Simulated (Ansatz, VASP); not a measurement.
## One calculation of Zr, two programs

```
Zr
1.0
    -1.73760    1.81000    1.81000
     1.81000   -1.73760    1.81000
     1.81000    1.81000   -1.73760
Zr
1
Direct
  0.00000 0.00000 0.00000
```

Change from the starting cell: equal xy, yz and zx shear strains of +4 %, PAW files.

Alike in both runs: task electric field gradients; functional PBE; k mesh 16 × 16 × 16; occupations fermi-dirac, width 0.03 eV; no spin polarisation.

|  | VASP | Ansatz |
| --- | --- | --- |
| version | VASP 6.6.1 | Ansatz 0.2.0 |
| potentials or method | VASP PAW PBE potentials, release 64 (Zr_sv) | PAW with Ansatz's default frozen-core files, scalar-relativistic |
| plane-wave cutoff (eV) | 520 | 420 |
| valence electrons in the cell | 12 | 12 |

|  | VASP | Ansatz | Ansatz less VASP |
| --- | --- | --- | --- |
| pressure (GPa) | -3.0 | -3.0 | -0.03 |
| traceless stress, the component that is largest in VASP (GPa) | -1.46 | -1.46 | +0.005 |
| size of Vzz on the site where it differs most (V/Å²) | 33.6 | 31.5 | -2.17 |
